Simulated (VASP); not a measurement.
# Al2O3 (P-6m2) in VASP: further runs, part 2 of 2

VASP 6.6.1. The steps go on from the part before.

### Step 3. Relaxation of cell and atoms, PBEsol

Input file INCAR:

```
SYSTEM = Al2O3
  PREC = Accurate
  ENCUT = 700
  EDIFF = 1E-7
  ISMEAR = 0
  SIGMA = 0.01
  LREAL = .FALSE.
  LASPH = .TRUE.
  NELM = 120
  ALGO = Normal
  ISIF = 3
  LWAVE = .FALSE.
  LCHARG = .FALSE.
  GGA = PS
  IBRION = 2
  NSW = 100
  EDIFFG = -0.01
  ISYM = -1
  GGA_COMPAT = .FALSE.
  NELMIN = 4
```

Input file KPOINTS:

```
explicit points
16
Reciprocal
  0.12500000   0.12500000   0.25000000 2
  0.12500000   0.12500000   0.75000000 2
  0.12500000   0.37500000   0.25000000 2
  0.12500000   0.37500000   0.75000000 2
  0.12500000   0.62500000   0.25000000 2
  0.12500000   0.62500000   0.75000000 2
  0.12500000   0.87500000   0.25000000 2
  0.12500000   0.87500000   0.75000000 2
  0.37500000   0.12500000   0.25000000 2
  0.37500000   0.12500000   0.75000000 2
  0.37500000   0.37500000   0.25000000 2
  0.37500000   0.37500000   0.75000000 2
  0.37500000   0.62500000   0.25000000 2
  0.37500000   0.62500000   0.75000000 2
  0.37500000   0.87500000   0.25000000 2
  0.37500000   0.87500000   0.75000000 2
```

Input file POSCAR:

```
Al2O3
1.0
    2.8843250000      0.0000000000      0.0000000000
   -1.4421620000      2.4978990000      0.0000000000
    0.0000000000      0.0000000000      9.3367540000
Al O
2 3
Direct
    0.0000000000      0.0000000000      0.1499920000
    0.0000000000      0.0000000000      0.8500080000
    0.3333333333      0.6666666667      0.2223170000
    0.6666666667      0.3333333333      0.0000000000
    0.3333333333      0.6666666667      0.7776830000
```

Potentials or basis: VASP PAW PBE potentials, release 64 (Al, O).

Launch:

```
> cat potpaw_PBE.64/Al/POTCAR potpaw_PBE.64/O/POTCAR > POTCAR
> mpirun -np 1 vasp_std > vasp.out
```

OUTCAR:

```text
SYSTEM = Al2O3
   PREC = Accurate
   ENCUT = 700
   EDIFF = 1E-7
   ISMEAR = 0
   LREAL = .FALSE.
   LASPH = .TRUE.
   NELM = 120
   ISIF = 3
   GGA = PS
   IBRION = 2
   NSW = 100
   EDIFFG = -0.01
   ISYM = -1
   NELMIN = 4

 ion  position               nearest neighbor table
   1  0.000  0.000  0.150-   3 1.80   3 1.80   3 1.80   4 2.18   4 2.18   4 2.18   2 2.80
   2  0.000  0.000  0.850-   5 1.80   5 1.80   5 1.80   4 2.18   4 2.18   4 2.18   1 2.80
   3  0.333  0.667  0.222-   1 1.80   1 1.80   1 1.80
   4  0.667  0.333  0.000-   1 2.18   2 2.18   1 2.18   2 2.18   1 2.18   2 2.18
   5  0.333  0.667  0.778-   2 1.80   2 1.80   2 1.80

IMPORTANT INFORMATION: All symmetrisations will be switched off!
NOSYMM: (Re-)initialisation of all symmetry stuff for point group C_1.

----------------------------------------------------------------------------------------

                                     Primitive cell

  volume of cell :      67.2690

  direct lattice vectors                    reciprocal lattice vectors
     2.884325000  0.000000000  0.000000000     0.346701568  0.200168152  0.000000000
    -1.442162000  2.497899000  0.000000000     0.000000000  0.400336443  0.000000000
     0.000000000  0.000000000  9.336754000     0.000000000  0.000000000  0.107103604

  length of vectors
     2.884325000  2.884324990  9.336754000     0.400336441  0.400336443  0.107103604

  position of ions in fractional coordinates (direct lattice)
     0.000000000  0.000000000  0.149992000
     0.000000000  0.000000000  0.850008000
     0.333333333  0.666666667  0.222317000
     0.666666667  0.333333333  0.000000000
     0.333333333  0.666666667  0.777683000

  ion indices of the primitive-cell ions
   primitive index   ion index
                 1           1
                 2           2
                 3           3
                 4           4
                 5           5

----------------------------------------------------------------------------------------
[... 66 lines left out ...]
  Thomas-Fermi vector in A             =   2.297686
   LORBIT       =      0    0 simple, 1 ext, 2 COOP (PROOUT), +10 PAW based schemes
   GGA     = PS    functional components
   LHFCALC =     F    Hartree Fock is set to
   AEXX    =    0.0000 exact exchange contribution
   IVDW    =     0    specifies the selected vdW correction
   LEPSILON=     F    determine dielectric tensor
   LRPA    =     F    only Hartree local field effects (RPA)
 conjugate gradient relaxation of ions
 non-spin polarized calculation
 Gauss-broadening in eV      SIGMA  =   0.01
  energy-cutoff  :      700.00
  volume of cell :       67.27
 maximum number of plane-waves:      2835
 NGX is ok and might be reduce to    28
   NGX = 13   NGY = 13   NGZ = 41

--------------------------------------- Ionic step        1  -------------------------------------------

 number of electron      23.9999998 magnetization

 Free energy of the ion-electron system (eV)
  ---------------------------------------------------
  ext. energy  EPLUGINS =         0.00000000
  ---------------------------------------------------
  free energy    TOTEN  =       -38.15712549 eV

  energy without entropy =      -38.15712549  energy(sigma->0) =      -38.15712549

------------------------ aborting loop because EDIFF is reached ----------------------------------------

  FORCE on cell =-STRESS in cart. coord.  units (eV):
  Direction    XX          YY          ZZ          XY          YZ          ZX
  --------------------------------------------------------------------------------------
  -------------------------------------------------------------------------------------
  Total       -1.4067172     -1.3350923     -0.9655448      0.0620284      0.0000000      0.0000002
  in kB      -33.5044435    -31.7985196    -22.9968321      1.4773584      0.0000006      0.0000044
  external PRESSURE =     -29.4332651 kB  Pullay stress =       0.0000000 kB
[... 98 lines left out ...]
  FREE ENERGIE OF THE ION-ELECTRON SYSTEM (eV)
  ---------------------------------------------------
  free  energy   TOTEN  =       -38.1695170706 eV

  energy  without entropy=      -38.1695170706  energy(sigma->0) =      -38.16951707

[... ionic steps 4 to 69 ...]

--------------------------------------- Ionic step       70  -------------------------------------------

 number of electron      23.9999998 magnetization

------------------------ aborting loop because EDIFF is reached ----------------------------------------
[... 73 lines left out ...]
--------------------------------------- Ionic step       72  -------------------------------------------

 number of electron      23.9999998 magnetization

 Free energy of the ion-electron system (eV)
  ---------------------------------------------------
  ext. energy  EPLUGINS =         0.00000000
  ---------------------------------------------------
  free energy    TOTEN  =       -38.18488504 eV

  energy without entropy =      -38.18488504  energy(sigma->0) =      -38.18488504

 E-fermi :   2.3092     XC(G=0):  -9.7165

 val. band max:        2.2507151936   @ k =   0.1250   0.1250   0.2500
 cond. band min:       8.1585315620   @ k =   0.1250   0.8750   0.7500
 fundamental gap:      5.9078163684
 Fermi energy:         2.3092054714

 k-point     1 :       0.1250    0.1250    0.2500
  band No.  band energies     occupation
      1     -15.9475      2.00000
      2     -14.9775      2.00000
      3     -14.0292      2.00000
      4      -2.6726      2.00000
      5      -1.1811      2.00000
      6      -0.6141      2.00000
[... 325 lines left out ...]
  FREE ENERGIE OF THE ION-ELECTRON SYSTEM (eV)
  ---------------------------------------------------
  free  energy   TOTEN  =       -38.1848850426 eV

  energy  without entropy=      -38.1848850426  energy(sigma->0) =      -38.18488504

 reached required accuracy - stopping structural energy minimisation
```

OSZICAR:

```text
N       E                     dE             d eps       ncg     rms          rms(c)
[... 668 lines left out ...]
DAV:  10    -0.381846017672E+02    0.10091E-08   -0.16383E-07   544   0.361E-03
  64 F= -.38184602E+02 E0= -.38184602E+02  d E =-.408235E-03
       N       E                     dE             d eps       ncg     rms          rms(c)
DAV:   1    -0.381864852707E+02   -0.18835E-02   -0.59008E-01   512   0.675E+00    0.366E-01
DAV:   2    -0.381850956760E+02    0.13896E-02   -0.16857E-02   512   0.110E+00    0.109E-01
DAV:   3    -0.381847762386E+02    0.31944E-03   -0.50923E-04   656   0.232E-01    0.498E-02
DAV:   4    -0.381846655827E+02    0.11066E-03   -0.33166E-04   704   0.168E-01    0.122E-02
DAV:   5    -0.381846639003E+02    0.16825E-05   -0.36139E-05   608   0.549E-02    0.594E-03
DAV:   6    -0.381846636442E+02    0.25606E
```

CONTCAR:

```text
Al2O3
   1.00000000000000
     2.8428055868835602    0.0435095333117474    0.0000000569679363
    -1.3837223231032112    2.4837288317344566    0.0000001335389533
     0.0000001512030922    0.0000005380826606    8.0811962792113299
  Al              O
     2     3
Direct
     0.9920769367988811    0.0079312775528967    0.1721229494344469
     0.9920768875386318    0.0079312111564118    0.8278770516427144
     0.3317312327957869    0.6682703551535567    0.2555203496279103
     0.6857170243167534    0.3142634471425391    0.9999999982721686
     0.3317312518499440    0.6682703756945985    0.7444796510227601

  0.00000000E+00  0.00000000E+00  0.00000000E+00
  0.00000000E+00  0.00000000E+00  0.00000000E+00
  0.00000000E+00  0.00000000E+00  0.00000000E+00
  0.00000000E+00  0.00000000E+00  0.00000000E+00
  0.00000000E+00  0.00000000E+00  0.00000000E+00
```

Run time: 16 min. Hardware: 1 thread of Intel Xeon 6975P-C (Granite Rapids), shared host; peak memory 0.26 GiB.

What came out:

* Free energy: -38.1849 eV
* Relaxed volume: 11.51 Å³/atom
* Relaxed cell: a = 2.843 Å, b = 2.843 Å, c = 8.081 Å, α = 90.00°, β = 90.00°, γ = 118.25°
* Space group after relaxing (to 0.1 Å): Amm2 (No. 38)
* Energy gained by relaxing: 5.6 meV/atom
* Ionic steps: 72
* Pressure after relaxing: 0.0 GPa
* Largest force after relaxing: 0.006 eV/Å
* Band gap on the k mesh: 5.91 eV (least direct gap 5.93 eV)

Forces on the atoms (eV/Å):
```
Al  -0.004  0.002 -0.002
Al  -0.004  0.002  0.002
O    0.001 -0.001  0.005
O    0.005 -0.003  0.000
O    0.001 -0.001 -0.005
```

Stress tensor (GPa, compression positive):
```
-0.05  0.08  0.00
 0.08  0.04  0.00
 0.00  0.00  0.03
```

Step by step:
```
step  energy change (eV)  largest force (eV/Å)  pressure (GPa)  volume (Å³)
   1              0.0000                0.1442           -2.94        67.27
   3             -0.0124                0.1672           -0.05        66.05
   5             -0.0134                0.0218           -0.03        65.93
   7             -0.0138                0.0363            0.01        65.84
   9             -0.0144                0.0982            0.20        65.42
  11             -0.0145                0.0995            0.19        65.40
  13             -0.0149                0.1045            0.13        65.32
  15             -0.0164                0.1210           -0.05        65.00
  17             -0.0176                0.1237           -0.12        64.47
  19             -0.0187                0.0739            0.55        63.67
  21             -0.0199                0.0635            0.15        64.03
  23             -0.0212                0.0425           -0.27        64.25
  25             -0.0215                0.0224           -0.01        64.12
  27             -0.0215                0.0160           -0.02        64.11
  29             -0.0216                0.0270           -0.04        64.07
  31             -0.0217                0.0134           -0.01        63.99
  33             -0.0218                0.0244            0.03        63.86
  35             -0.0220                0.0201           -0.02        63.75
  37             -0.0224                0.0514           -0.21        63.33
  39             -0.0229                0.0106           -0.01        63.01
  41             -0.0229                0.0296            0.10        62.85
  43             -0.0231                0.0350            0.04        62.54
  45             -0.0233                0.0359           -0.13        62.42
  47             -0.0235                0.0266           -0.06        62.17
  49             -0.0237                0.0210           -0.02        62.00
  51             -0.0241                0.0477            0.05        61.59
  53             -0.0246                0.0794            0.20        60.79
  55             -0.0249                0.0587            0.12        60.84
  57             -0.0256                0.0788           -0.25        59.84
  59             -0.0268                0.0416           -0.27        58.95
  61             -0.0271                0.0732           -0.23        58.37
  63             -0.0275                0.0302            0.08        57.83
  65             -0.0275                0.0302            0.11        57.78
  67             -0.0277                0.0322           -0.06        57.65
  69             -0.0277                0.0128           -0.04        57.54
  71             -0.0277                0.0131           -0.04        57.57
  72             -0.0278                0.0063            0.01        57.55
```

Final structure:
```yaml
crystal:
  lattice:
    - [2.84281, 0.04351, 0.00000]
    - [-1.38372, 2.48373, 0.00000]
    - [0.00000, 0.00000, 8.08120]
  atoms:
    - { symbol: Al, position: [0.99208, 0.00793, 0.17212] }
    - { symbol: Al, position: [0.99208, 0.00793, 0.82788] }
    - { symbol: O, position: [0.33173, 0.66827, 0.25552] }
    - { symbol: O, position: [0.68572, 0.31426, 0.00000] }
    - { symbol: O, position: [0.33173, 0.66827, 0.74448] }
```

Levels at points of the mesh, in eV from the valence-band top:
```csv
k point,band 9,band 10,band 11,band 12,band 13,band 14,band 15,band 16
"(0.12, 0.12, 0.25)",-1.51,-1.00,-0.70,0.00,6.95,8.56,9.75,11.21
```

Caveat: the PAW data sets were made with another functional, which shifts forces and pressure a little; a shifted mesh leaves out Γ, where band edges can lie. A k mesh can miss the band edges.

### Step 4. Relaxation of cell and atoms, BLYP+D3(BJ)

Input file INCAR:

```
SYSTEM = Al2O3
  AGGAC = 1.0
  AGGAX = 1.0
  ALDAC = 0.0
  ALDAX = 1.0
  ALGO = Normal
  EDIFF = 1E-7
  EDIFFG = -0.01
  ENCUT = 700
  GGA = B5
  GGA_COMPAT = .FALSE.
  IBRION = 2
  ISIF = 3
  ISMEAR = 0
  ISYM = -1
  IVDW = 12
  LASPH = .TRUE.
  LCHARG = .FALSE.
  LREAL = .FALSE.
  LWAVE = .FALSE.
  NELM = 120
  NELMIN = 4
  NSW = 100
  PREC = Accurate
  SIGMA = 0.01
  VDW_A1 = 0.4298
  VDW_A2 = 4.2359
  VDW_S6 = 1.0
  VDW_S8 = 2.6996
```

KPOINTS is that of step 3.

POSCAR is that of step 3.

Launch:

```
> cat potpaw_PBE.64/Al/POTCAR potpaw_PBE.64/O/POTCAR > POTCAR
> mpirun -np 1 vasp_std > vasp.out
```

Wall time 19 min (1 thread of Intel Xeon 6975P-C (Granite Rapids), shared host); peak memory 0.27 GiB.

Results (log left out):

```yaml
Free_energy: -36.7727 eV
Relaxed_volume: 10.27 Å³/atom
Relaxed_cell: a = 2.839 Å, b = 2.839 Å, c = 7.106 Å, α = 90.00°, β = 90.00°, γ = 116.29°
Space_group_after_relaxing_to_0.1_Å: Amm2 (No. 38)
Energy_gained_by_relaxing: 46.5 meV/atom
Ionic_steps: 56
Pressure_after_relaxing: 0.0 GPa
Largest_force_after_relaxing: 0.009 eV/Å
Band_gap_on_the_k_mesh: 6.14 eV (least direct gap 6.25 eV)
Dispersion_energy_per_atom: -0.420 eV
```

Forces on the atoms (eV/Å):
```
Al   0.000  0.000 -0.001
Al   0.000  0.000  0.001
O    0.004 -0.002 -0.001
O   -0.008  0.005  0.000
O    0.004 -0.002  0.001
```

Stress tensor (GPa, compression positive):
```
 0.06 -0.02  0.00
-0.02  0.03  0.00
 0.00  0.00 -0.10
```

The path:
```tsv
step	energy change (eV)	largest force (eV/Å)	pressure (GPa)	volume (Å³)
1	0.0000	0.1086	-1.62	67.27
3	-0.0037	0.0753	-0.11	66.63
5	-0.0045	0.1008	0.01	66.41
7	-0.0084	0.1113	0.02	65.88
9	-0.0168	0.4291	0.17	63.48
11	-0.0179	0.4284	0.14	63.39
13	-0.0228	0.4241	0.01	62.94
15	-0.0438	0.4160	-0.37	61.15
17	-0.1182	0.6367	0.83	53.83
19	0.1246	1.5006	6.78	53.58
21	0.2039	1.8894	8.80	52.20
23	0.2446	2.1207	9.96	51.16
25	0.2551	2.1842	10.29	50.84
27	0.2527	2.2238	10.37	50.44
29	0.2538	2.2435	10.45	50.28
31	0.2455	2.2085	10.31	50.30
33	0.2094	2.0526	9.68	50.36
35	0.0840	1.4544	7.26	50.62
37	-0.1405	0.6818	-0.85	51.65
39	-0.1586	0.5751	-1.26	51.67
41	-0.2144	0.4849	-1.14	51.24
43	-0.2235	0.2188	-0.37	51.16
45	-0.2285	0.0780	0.54	50.98
47	-0.2302	0.0519	0.04	51.12
49	-0.2306	0.0477	0.02	51.16
51	-0.2321	0.0556	-0.03	51.35
53	-0.2323	0.0193	-0.08	51.36
55	-0.2324	0.0175	0.09	51.33
56	-0.2324	0.0094	0.00	51.35
```

Final structure:
```yaml
crystal:
  lattice:
    - [2.83773, 0.09181, 0.00000]
    - [-1.33936, 2.50345, 0.00000]
    - [0.00000, 0.00000, 7.10572]
  atoms:
    - { symbol: Al, position: [0.98205, 0.01795, 0.19955] }
    - { symbol: Al, position: [0.98205, 0.01795, 0.80045] }
    - { symbol: O, position: [0.32841, 0.67159, 0.29198] }
    - { symbol: O, position: [0.71242, 0.28758, 0.00000] }
    - { symbol: O, position: [0.32841, 0.67159, 0.70802] }
```

Levels at points of the mesh, in eV from the valence-band top:
```
           k point  band 9  band 10  band 11  band 12  band 13  band 14  band 15  band 16
(0.12, 0.12, 0.25)   -1.63    -1.07    -0.62    -0.03     7.04     8.59     9.99    11.73
```

Caveat: the volume moved by over 15 % at a fixed basis, so the end points are rough; the PAW data sets were made with another functional, which shifts forces and pressure a little; a shifted mesh leaves out Γ, where band edges can lie. A k mesh can miss the band edges.

### Step 5. The runs side by side

| level | gap on the mesh (eV) | pressure (GPa) | relaxed volume (Å³/atom) | largest force (eV/Å) |
| --- | --- | --- | --- | --- |
| PBEsol+D3(BJ) | 5.91 | 0.1 | 10.09 | 0.01 |
| PBEsol | 5.91 | 0.0 | 11.51 | 0.01 |
| BLYP+D3(BJ) | 6.14 | 0.0 | 10.27 | 0.01 |

Alike in all rows: task relaxation of cell and atoms; potentials or basis VASP PAW PBE potentials, release 64 (Al, O); no spin polarisation; cell relaxed; k mesh 4 × 4 × 2, shifted; cutoff (eV) 700; smearing gaussian 0.01 eV.

Caveats: the PAW data sets were made with another functional, which shifts forces and pressure a little; a shifted mesh leaves out Γ, where band edges can lie; the volume moved by over 15 % at a fixed basis, so the end points are rough (at least some runs).

Total energies depend on the potentials used, so only differences within one code and one set of settings carry meaning.
